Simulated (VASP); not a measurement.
Set up this calculation in VASP 6.6.1, as the native input.

- Task: single point
- Functional: PBE
- Potentials or basis: VASP PAW PBE potentials, release 64 (Li_sv, Pr_3, N), 4f in core
- Cutoff: 750 eV
- k mesh: 5 × 5 × 2
- Occupations: gaussian, width 0.2 eV
- Spin: no spin polarisation
- Dipole correction: no
- Further INCAR settings: ALGO = Normal; EDIFF = 1e-06; NBANDS = 32

The structure of LiPr3N2 lies in POSCAR:

```
LiPr3N2
1.0
    3.2127273064      0.0000000000      0.0000000000
    0.0000000000      3.2127273064      0.0000000000
    0.0000000000      0.0000000000     12.1167794594
Li Pr N
1 3 2
Direct
    0.0000000000      0.0000000000      0.0000000000
    0.5000000000      0.5000000000      0.2511500760
    0.5000000000      0.5000000000      0.5000000000
    0.5000000000      0.5000000000      0.7488499240
    0.0000000000      0.0000000000      0.3557870252
    0.0000000000      0.0000000000      0.6442129748
```

The cell was generated, and may not be a known phase.

One way to write it, as run:

INCAR

```
SYSTEM = LiPr3N2
PREC     = Accurate       ! precision mode
ENCUT    = 750            ! plane-wave cutoff, eV
EDIFF    = 1E-6           ! SCF threshold, eV
ISMEAR   = 0              ! smearing method
SIGMA    = 0.2            ! smearing width, eV
LREAL    = .FALSE.        ! projectors in reciprocal space
LASPH    = .TRUE.         ! aspherical terms in the spheres
NELM     = 200            ! most SCF steps
ALGO     = Normal         ! electronic algorithm
ISIF     = 2              ! what is computed and relaxed
LWAVE    = .FALSE.        ! write WAVECAR
LCHARG   = .FALSE.        ! write CHGCAR
GGA      = PE             ! functional
NBANDS   = 32             ! bands
GGA_COMPAT= .FALSE.      
LMAXMIX  = 6              ! l up to which the mixer works
```

KPOINTS

```
regular mesh
0
G
  5 5 2
  0 0 0
```

Potentials or basis: VASP PAW PBE potentials, release 64 (Li_sv, Pr_3, N), 4f in core.

Run with:

```sh
$ cat potpaw_PBE.64/Li_sv/POTCAR potpaw_PBE.64/Pr_3/POTCAR potpaw_PBE.64/N/POTCAR > POTCAR
$ mpirun -np 1 vasp_std > vasp.out
```

Results of the run:

* Pressure: -0.4 GPa
* Largest force: 0.053 eV/Å
* Band gap on the k mesh: zero (bands 23 and 24 overlap by 2.34 eV)

Caveat: the k points lie up to 0.39 Å⁻¹ apart, too coarse for converged energies and pressures of a metal; spin-orbit coupling is left out, which moves the levels of the heavy elements; the 4f electrons are frozen in the core, so they carry no moment and show no levels; the run has no spin polarisation, though such a crystal can be magnetic.

Run time: 52 s on 1 thread of Intel(R) Xeon(R) 6975P-C (Granite Rapids), with other jobs on the host, peak memory 0.34 GiB.
